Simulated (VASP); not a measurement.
# W (Im-3m) in VASP: settings compared

Aim: see how the results for W move with the level of theory and the settings. Levels: PBE, PBE+D3(BJ), PBE+D4. Tasks: relaxation of cell and atoms.

All numbers are computed with VASP 6.6.1; they aren't measurements. Logs are shortened: lines on timing, memory, paths and dates and some standing lists are left out, and cuts for length are marked.

### Step 1. The cell of the first run

The structure is cubic, space group Im-3m (No. 229). Conventional cell: a = 3.165 Å, b = 3.165 Å, c = 3.165 Å, α = 90.00°, β = 90.00°, γ = 90.00°. W (site symmetry m-3m) has 14 W at 2.74 to 3.16 Å within 3.6 Å.

### Step 2. Relaxation of cell and atoms, PBE

INCAR

```
SYSTEM = W
ALGO = Normal ; EDIFF = 1E-7
EDIFFG = -0.005 ; ENCUT = 500
GGA = PE ; GGA_COMPAT = .False.
IBRION = 2 ; ISIF = 3
ISMEAR = -1 ; LASPH = .True.
LCHARG = .False. ; LREAL = .False.
LWAVE = .False. ; NELM = 120
NELMIN = 4 ; NSW = 80
PREC = Accurate ; SIGMA = 0.15
```

KPOINTS

```
k-points
0
Gamma
  15 15 15
  0 0 0
```

POSCAR

```
W
1.0
   -1.5823450000      1.5823450000      1.5823450000
    1.5823450000     -1.5823450000      1.5823450000
    1.5823450000      1.5823450000     -1.5823450000
W
1
Direct
    0.0000000000      0.0000000000      0.0000000000
```

Potentials or basis: VASP PAW PBE potentials, release 64 (W_sv).

Command:

```bash
cat potpaw_PBE.64/W_sv/POTCAR > POTCAR
mpirun -np 1 vasp_std > vasp.out
```

OUTCAR:

```text
SYSTEM = W
   EDIFF = 1E-7
   EDIFFG = -0.005
   ENCUT = 500
   GGA = PE
   IBRION = 2
   ISIF = 3
   ISMEAR = -1
   LASPH = .True.
   LREAL = .False.
   NELM = 120
   NELMIN = 4
   NSW = 80
   PREC = Accurate

 ion  position               nearest neighbor table
   1  0.000  0.000  0.000-

  LATTYP: Found a body centered cubic cell.
 ALAT       =     3.1646900000

  Lattice vectors:

 A1 = (  -1.5823450000,   1.5823450000,   1.5823450000)
 A2 = (   1.5823450000,  -1.5823450000,   1.5823450000)
 A3 = (   1.5823450000,   1.5823450000,  -1.5823450000)

Analysis of symmetry for initial positions (statically):
=====================================================================
 Subroutine PRICEL returns:
 Original cell was already a primitive cell.

 Routine SETGRP: Setting up the symmetry group for a
 body centered cubic supercell.

 Subroutine GETGRP returns: Found 48 space group operations
 (whereof 48 operations were pure point group operations)
 out of a pool of 48 trial point group operations.

The static configuration has the point symmetry O_h .

Analysis of symmetry for dynamics (positions and initial velocities):
=====================================================================
 Subroutine PRICEL returns:
 Original cell was already a primitive cell.

 Routine SETGRP: Setting up the symmetry group for a
 body centered cubic supercell.

 Subroutine GETGRP returns: Found 48 space group operations
 (whereof 48 operations were pure point group operations)
 out of a pool of 48 trial point group operations.

The dynamic configuration has the point symmetry O_h .

 Subroutine INISYM returns: Found 48 space group operations
 (whereof 48 operations are pure point group operations),
 and found     1 'primitive' translations

----------------------------------------------------------------------------------------

                                     Primitive cell

  volume of cell :      15.8476

  direct lattice vectors                    reciprocal lattice vectors
    -1.582345000  1.582345000  1.582345000     0.000000000  0.315986716  0.315986716
     1.582345000 -1.582345000  1.582345000     0.315986716  0.000000000  0.315986716
     1.582345000  1.582345000 -1.582345000     0.315986716  0.315986716  0.000000000

  length of vectors
     2.740701935  2.740701935  2.740701935     0.446872699  0.446872699  0.446872699

  position of ions in fractional coordinates (direct lattice)
     0.000000000  0.000000000  0.000000000

  ion indices of the primitive-cell ions
   primitive index   ion index
                 1           1

----------------------------------------------------------------------------------------

 KPOINTS: k-points

Automatic generation of k-mesh.
 Grid dimensions read from file:
 generate k-points for:   15   15   15

 Generating k-lattice:

  Cartesian coordinates                     Fractional coordinates (reciprocal lattice)
     0.000000000  0.021065781  0.021065781     0.066666667  0.000000000  0.000000000
     0.021065781  0.000000000  0.021065781     0.000000000  0.066666667  0.000000000
     0.021065781  0.021065781  0.000000000     0.000000000  0.000000000  0.066666667

  Length of vectors
     0.029791513  0.029791513  0.029791513

  Shift w.r.t. Gamma in fractional coordinates (k-lattice)
     0.000000000  0.000000000  0.000000000

 Subroutine IBZKPT returns following result:
 ===========================================

 Found    120 irreducible k-points:

 Following reciprocal coordinates:
            Coordinates               Weight
  0.000000  0.000000  0.000000      1.000000
  0.066667  0.000000  0.000000     12.000000
  0.133333  0.000000  0.000000     12.000000
  0.200000  0.000000  0.000000     12.000000
  0.266667  0.000000  0.000000     12.000000
  0.333333  0.000000  0.000000     12.000000
[... 16 lines left out ...]
  0.333333  0.200000  0.000000     48.000000
  0.400000  0.200000  0.000000     24.000000
 [... further k-points ...]
   k-points           NKPTS =    120   k-points in BZ     NKDIM =    120   number of bands    NBANDS=     11
   number of dos      NEDOS =    301   number of ions     NIONS =      1
   total plane-waves  NPLWV =   8000
   dimension x,y,z NGX =    20 NGY =   20 NGZ =   20
   dimension x,y,z NGXF=    40 NGYF=   40 NGZF=   40
   ions per type =               1
   NGX,Y,Z   is equivalent  to a cutoff of  12.13, 12.13, 12.13 a.u.
   NGXF,Y,Z  is equivalent  to a cutoff of  24.26, 24.26, 24.26 a.u.
 SYSTEM =  W
   PREC   = accura    normal or accurate (medium, high low for compatibility)
   ISTART =      0    job   : 0-new  1-cont  2-samecut
   ICHARG =      2    charge: 1-file 2-atom 10-const
   ISPIN  =      1    spin polarized calculation?
   LNONCOLLINEAR =      F non collinear calculations
   LSORBIT =      F    spin-orbit coupling
   LASPH  =      T    aspherical Exc in radial PAW
   ENCUT  =  500.0 eV  36.75 Ry    6.06 a.u.   5.00  5.00  5.00*2*pi/ulx,y,z
   NELM   =    120;   NELMIN=  4; NELMDL= -5     # of ELM steps
   EDIFF  = 0.1E-06   stopping-criterion for ELM
   LREAL  =      F    real-space projection
   EDIFFG = -.5E-02   stopping-criterion for IOM
   NSW    =     80    number of steps for IOM
   IBRION =      2    ionic relax: 0-MD 1-quasi-New 2-CG
   NFREE  =      1    steps in history (QN), initial steepest desc. (CG)
   ISIF   =      3    stress and relaxation
   ISYM   =      2    0-nonsym 1-usesym 2-fastsym
   POTIM  = 0.5000    time-step for ionic-motion
   TEBEG  =    0.0;   TEEND  =   0.0 temperature during run
   PSTRESS=    0.0 pullay stress
   NELECT =      14.0000    total number of electrons
   NUPDOWN=      -1.0000    fix difference up-down
   EMIN   =  10.00;   EMAX   =-10.00  energy-range for DOS
   EFERMI =   0.00;   METHOD = LEGACY
   ISMEAR =    -1;   SIGMA  =   0.15  broadening in eV -4-tet -1-fermi 0-gaus
   EFERMI_NEDOS =   21; number of points for ismear=-14 and -15
   IALGO  =     38    algorithm
   IMIX   =      4    mixing-type and parameters
     AMIX     =   0.40;   BMIX     =  1.00
     AMIX_MAG =   1.60;   BMIX_MAG =  1.00
  volume/ion in A,a.u.               =      15.85       106.94
  Fermi-wavevector in a.u.,A,eV,Ry     =   1.570832  2.968442 33.572544  2.467512
  Thomas-Fermi vector in A             =   2.672506
   LORBIT       =      0    0 simple, 1 ext, 2 COOP (PROOUT), +10 PAW based schemes
   GGA     = PE    functional components
   LHFCALC =     F    Hartree Fock is set to
   AEXX    =    0.0000 exact exchange contribution
   IVDW    =     0    specifies the selected vdW correction
   LEPSILON=     F    determine dielectric tensor
   LRPA    =     F    only Hartree local field effects (RPA)
 conjugate gradient relaxation of ions
 non-spin polarized calculation
  energy-cutoff  :      500.00
  volume of cell :       15.85
 maximum number of plane-waves:       417
   NGX =  9   NGY =  9   NGZ =  9

--------------------------------------- Ionic step        1  -------------------------------------------

 number of electron      14.0000004 magnetization

 Free energy of the ion-electron system (eV)
  ---------------------------------------------------
  ext. energy  EPLUGINS =         0.00000000
  ---------------------------------------------------
  free energy    TOTEN  =       -12.96329519 eV

  energy without entropy =      -12.92697178  energy(sigma->0) =      -12.94513349

------------------------ aborting loop because EDIFF is reached ----------------------------------------

  FORCE on cell =-STRESS in cart. coord.  units (eV):
  Direction    XX          YY          ZZ          XY          YZ          ZX
  --------------------------------------------------------------------------------------
  -------------------------------------------------------------------------------------
  Total        0.6281577      0.6281577      0.6281577      0.0000000     -0.0000000      0.0000000
  in kB       63.5061487     63.5061487     63.5061487      0.0000000     -0.0000000      0.0000000
  external PRESSURE =      63.5061487 kB  Pullay stress =       0.0000000 kB

 VOLUME and BASIS-vectors are now :
 -----------------------------------------------------------------------------
  energy-cutoff  :      500.00
  volume of cell :       15.85
      direct lattice vectors                 reciprocal lattice vectors
    -1.582345000  1.582345000  1.582345000     0.000000000  0.315986716  0.315986716
     1.582345000 -1.582345000  1.582345000     0.315986716  0.000000000  0.315986716
     1.582345000  1.582345000 -1.582345000     0.315986716  0.315986716  0.000000000
[... 71 lines left out ...]
 POSITION                                       TOTAL-FORCE (eV/Angst)
 -----------------------------------------------------------------------------------
      0.00000      0.00000      0.00000         0.000000     -0.000000      0.000000
 -----------------------------------------------------------------------------------
    total drift:                                0.000000     -0.000000      0.000000

  FREE ENERGIE OF THE ION-ELECTRON SYSTEM (eV)
  ---------------------------------------------------
  free  energy   TOTEN  =       -12.9695037655 eV

  energy  without entropy=      -12.9328942302  energy(sigma->0) =      -12.95119900

--------------------------------------- Ionic step        4  -------------------------------------------

 number of electron      14.0000000 magnetization

 Free energy of the ion-electron system (eV)
  ---------------------------------------------------
  ext. energy  EPLUGINS =         0.00000000
  ---------------------------------------------------
  free energy    TOTEN  =       -12.96950981 eV

  energy without entropy =      -12.93290968  energy(sigma->0) =      -12.95120975

 E-fermi :  11.1218     XC(G=0): -13.5291

 val. band max:       11.0984488255   @ k =  -0.3333   0.4000   0.2667
 cond. band min:      11.2567777202   @ k =  -0.2667   0.2667   0.1333
 fundamental gap:      0.1583288947
 Fermi energy:        11.1217525103

 k-point     1 :       0.0000    0.0000    0.0000
  band No.  band energies     occupation
      1     -63.0488      2.00000
      2     -26.6392      2.00000
      3     -26.6392      2.00000
      4     -26.6392      2.00000
      5       1.6321      2.00000
      6       9.9639      1.99911
      7       9.9639      1.99911
      8       9.9639      1.99911
      9      13.3750      0.00000
     10      13.3750      0.00000
     11      25.6312      0.00000

 k-point     2 :       0.0667    0.0000    0.0000
  band No.  band energies     occupation
      1     -63.0436      2.00000
      2     -26.6955      2.00000
      3     -26.6569      2.00000
      4     -26.6395      2.00000
      5       1.8420      2.00000
      6       9.8369      1.99962
      7       9.9340      1.99927
      8      10.1661      1.99658
      9      13.1763      0.00000
     10      13.3767      0.00000
     11      25.8079      0.00000
[... 295 lines left out ...]
 k-point    24 :       0.4000    0.2000    0.0000
  band No.  band energies     occupation
      1     -62.9164      2.00000
      2     -27.7012      2.00000
      3     -27.2041      2.00000
      4     -26.7626      2.00000
      5       6.1852      2.00000
      6       7.9367      2.00000
      7       9.7806      1.99974
      8      13.1306      0.00000
      9      14.5286      0.00000
     10      19.3166      0.00000
     11      20.2580      0.00000

 [... further k-points ...]

------------------------ aborting loop because EDIFF is reached ----------------------------------------

  FORCE on cell =-STRESS in cart. coord.  units (eV):
  Direction    XX          YY          ZZ          XY          YZ          ZX
  --------------------------------------------------------------------------------------
  -------------------------------------------------------------------------------------
  Total       -0.0008610     -0.0008610     -0.0008610      0.0000000     -0.0000000     -0.0000000
  in kB       -0.0853200     -0.0853200     -0.0853200      0.0000000     -0.0000000     -0.0000000
  external PRESSURE =      -0.0853200 kB  Pullay stress =       0.0000000 kB

 VOLUME and BASIS-vectors are now :
 -----------------------------------------------------------------------------
  energy-cutoff  :      500.00
  volume of cell :       16.17
      direct lattice vectors                 reciprocal lattice vectors
    -1.592937086  1.592937086  1.592937086     0.000000000  0.313885592  0.313885592
     1.592937086 -1.592937086  1.592937086     0.313885592  0.000000000  0.313885592
     1.592937086  1.592937086 -1.592937086     0.313885592  0.313885592  0.000000000

 POSITION                                       TOTAL-FORCE (eV/Angst)
 -----------------------------------------------------------------------------------
      0.00000      0.00000      0.00000         0.000000     -0.000000      0.000000
 -----------------------------------------------------------------------------------
    total drift:                                0.000000     -0.000000      0.000000

  FREE ENERGIE OF THE ION-ELECTRON SYSTEM (eV)
  ---------------------------------------------------
  free  energy   TOTEN  =       -12.9695098079 eV

  energy  without entropy=      -12.9329096822  energy(sigma->0) =      -12.95120975

 reached required accuracy - stopping structural energy minimisation
```

Run time: 25 s. Hardware: 1 thread of Intel Xeon Platinum 8488C (Sapphire Rapids), shared host; peak memory 0.14 GiB.

Results:

* Free energy: -12.9695 eV
* Relaxed volume: 16.17 Å³/atom
* Relaxed cell: a = 2.759 Å, b = 2.759 Å, c = 2.759 Å, α = 109.47°, β = 109.47°, γ = 109.47°
* Space group after relaxing (to 0.1 Å): Im-3m (No. 229)
* Energy gained by relaxing: 6.2 meV/atom
* Ionic steps: 4
* Pressure after relaxing: 0.0 GPa
* Band gap on the k mesh: zero (bands 7 and 8 overlap by 5.72 eV)

The path:
| step | energy change (eV) | largest force (eV/Å) | pressure (GPa) | volume (Å³) |
| --- | --- | --- | --- | --- |
| 1 | 0.0000 | 0.0000 | 6.35 | 15.85 |
| 2 | 0.0644 | 0.0000 | -18.27 | 17.33 |
| 3 | -0.0062 | 0.0000 | -0.18 | 16.18 |
| 4 | -0.0062 | 0.0000 | -0.01 | 16.17 |

Final structure:
```xyz
1
Lattice="-1.5929 1.5929 1.5929 1.5929 -1.5929 1.5929 1.5929 1.5929 -1.5929" Properties=species:S:1:pos:R:3 pbc="T T T"
W     0.0000    0.0000    0.0000
```

Caveat: spin-orbit coupling is left out, which moves the levels of the heavy elements. Zero-point motion and thermal expansion aren't in these numbers.

(Part 1 of 2 ends here.)

The gap in the log of VASP goes by the Fermi energy; the results here count the filled bands.